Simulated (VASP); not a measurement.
# TePb (Fm-3m) in VASP: a series of runs, part 2 of 2

VASP 6.6.1.

## Step 4: Electric field gradients, r2SCAN

Contents of POSCAR:

```
TePb
1.0
    0.0000000000      3.2310000000      3.2310000000
    3.2310000000      0.0000000000      3.2310000000
    3.2310000000      3.2310000000      0.0000000000
Te Pb
1 1
Direct
    0.5000000000      0.5000000000      0.5000000000
    0.0000000000      0.0000000000      0.0000000000
```

Contents of INCAR.step1:

```
PREC = Accurate
ENCUT = 520
ISMEAR = -1
SIGMA = 0.05
LREAL = False
LASPH = True
NELM = 100
NBANDS = 17
GGA = PE
ALGO = Normal
EDIFF = 1E-4
LWAVE = True
LCHARG = False
```

Contents of INCAR.step2:

```
PREC = Accurate
ENCUT = 520
EDIFF = 1E-8
ISMEAR = -1
SIGMA = 0.05
LREAL = False
LASPH = True
NELM = 100
ALGO = Normal
ISIF = 2
LWAVE = False
LCHARG = False
METAGGA = R2SCAN
LMIXTAU = True
LEFG = True
NBANDS = 17
ISTART = 1
```

Contents of KPOINTS:

```
Automatic mesh
0
Gamma
  9 9 9
```

Potentials or basis: VASP PAW PBE potentials, release 64 (Te, Pb_d).

Run with:

```sh
$ cat potpaw_PBE.64/Te/POTCAR potpaw_PBE.64/Pb_d/POTCAR > POTCAR
$ cp INCAR.step1 INCAR
$ mpirun -np 1 vasp_std > vasp.out
$ cp INCAR.step2 INCAR
$ mpirun -np 1 vasp_std > vasp.out
```

OUTCAR:

```text
PREC = Accurate
   ENCUT = 520
   EDIFF = 1E-8
   ISMEAR = -1
   LREAL = False
   LASPH = True
   NELM = 100
   ISIF = 2
   METAGGA = R2SCAN
   ISTART = 1

 ion  position               nearest neighbor table
   1  0.500  0.500  0.500-   2 3.23   2 3.23   2 3.23   2 3.23   2 3.23   2 3.23
   2  0.000  0.000  0.000-   1 3.23   1 3.23   1 3.23   1 3.23   1 3.23   1 3.23

  LATTYP: Found a face centered cubic cell.
 ALAT       =     6.4620000000

  Lattice vectors:

 A1 = (   0.0000000000,   3.2310000000,   3.2310000000)
 A2 = (   3.2310000000,   0.0000000000,   3.2310000000)
 A3 = (   3.2310000000,   3.2310000000,   0.0000000000)

Analysis of symmetry for initial positions (statically):
=====================================================================
 Subroutine PRICEL returns:
 Original cell was already a primitive cell.

 Routine SETGRP: Setting up the symmetry group for a
 face centered cubic supercell.

 Subroutine GETGRP returns: Found 48 space group operations
[... 669 lines left out ...]
     0.000000000  3.231000000  3.231000000    -0.154750851  0.154750851  0.154750851
     3.231000000  0.000000000  3.231000000     0.154750851 -0.154750851  0.154750851
     3.231000000  3.231000000  0.000000000     0.154750851  0.154750851 -0.154750851

 POSITION                                       TOTAL-FORCE (eV/Angst)
 -----------------------------------------------------------------------------------
      3.23100      3.23100      3.23100         0.000000      0.000000      0.000000
      0.00000      0.00000      0.00000        -0.000000     -0.000000     -0.000000
 -----------------------------------------------------------------------------------
    total drift:                               -0.000000      0.000000      0.000000

  FREE ENERGIE OF THE ION-ELECTRON SYSTEM (eV)
  ---------------------------------------------------
  free  energy   TOTEN  =       -82.6954243966 eV

  energy  without entropy=      -82.6954241579  energy(sigma->0) =      -82.69542428

 Electric field gradients (V/A^2)
---------------------------------------------------------------------
 ion       V_xx      V_yy      V_zz      V_xy      V_xz      V_yz
---------------------------------------------------------------------
   1       0.000     0.000    -0.000    -0.000    -0.000    -0.000
   2      -0.000     0.000     0.000     0.000     0.000     0.000
---------------------------------------------------------------------

 Electric field gradients after diagonalization (V/A^2)
 (convention: |V_zz| > |V_xx| > |V_yy|)
----------------------------------------------------------------------
 ion       V_xx      V_yy      V_zz     asymmetry (V_yy - V_xx)/ V_zz
----------------------------------------------------------------------
   1       0.000     0.000    -0.000       0.000
   2      -0.000    -0.000     0.001       0.000
----------------------------------------------------------------------

           NMR quadrupolar parameters

 Cq : quadrupolar parameter    Cq=e*Q*V_zz/h
 eta: asymmetry parameters     (V_yy - V_xx)/ V_zz
 Q  : nuclear electric quadrupole moment in mb (millibarn)
----------------------------------------------------------------------
 ion       Cq(MHz)       eta       Q (mb)
----------------------------------------------------------------------
   1      -0.000       0.000       1.000
   2       0.000       0.000       1.000
----------------------------------------------------------------------
```

OSZICAR.step1:

```text
N       E                     dE             d eps       ncg     rms          rms(c)
DAV:   1     0.150462436472E+03    0.15046E+03   -0.92380E+03  1190   0.114E+03
DAV:   2     0.301294752944E+01   -0.14745E+03   -0.14317E+03  1254   0.293E+02
DAV:   3    -0.733191754986E+01   -0.10345E+02   -0.10258E+02  1565   0.835E+01
DAV:   4    -0.761086017911E+01   -0.27894E+00   -0.27877E+00  1520   0.152E+01
DAV:   5    -0.762261344318E+01   -0.11753E-01   -0.11753E-01  1702   0.286E+00    0.332E+00
DAV:   6    -0.750317754223E+01    0.11944E+00   -0.26237E-01  1765   0.358E+00    0.206E+00
DAV:   7    -0.749994163126E+01    0.32359E-02   -0.82680E-02  1470   0.140E+00    0.916E-01
DAV:   8    -0.750181355149E+01   -0.18719E-02   -0.95749E-03  1490   0.984E-01    0.142E-01
DAV:   9    -0.750171116957E+01    0.10238E-03   -0.12311E-03  1673   0.373E-01    0.604E-02
DAV:  10    -0.750174357397E+01   -0.32404E-04   -0.15566E-04  1214   0.959E-02
   1 F= -.75017436E+01 E0= -.75017421E+01  d E =-.286253E-05
```

Run time: 2.6 min. Hardware: 1 thread of Intel Xeon Platinum 8375C at 2.90GHz (Ice Lake), shared host; peak memory 0.24 GiB.

What came out:

```
Free energy : -82.6954 eV
Pressure    : 1.5 GPa
```

Caveat: without QUAD_EFG the Cq values of the log hold for a quadrupole moment of 1 mb, not for the nuclei; the PAW data sets were made with another functional, which shifts forces and pressure a little.

## Step 5: Summary

| level | spin | cutoff (eV) | pressure (GPa) |
| --- | --- | --- | --- |
| PBE | non-collinear, zero start, SOC | 400 | 2.0 |
| PBE | off | 520 | 2.1 |
| r2SCAN | off | 520 | 1.5 |

Alike in all rows: task electric field gradients; potentials or basis VASP PAW PBE potentials, release 64 (Te, Pb_d); cell as given; k mesh 9 × 9 × 9; smearing fermi-dirac 0.05 eV.

The pressure there spans 1.5 GPa (r2SCAN) to 2.1 GPa (PBE); a positive pressure means that this level wants a larger cell, a negative one a smaller.

Caveats: the PAW data sets were made with another functional, which shifts forces and pressure a little (some runs).

Total energies depend on the potentials used, so only differences within one code and one set of settings carry meaning.
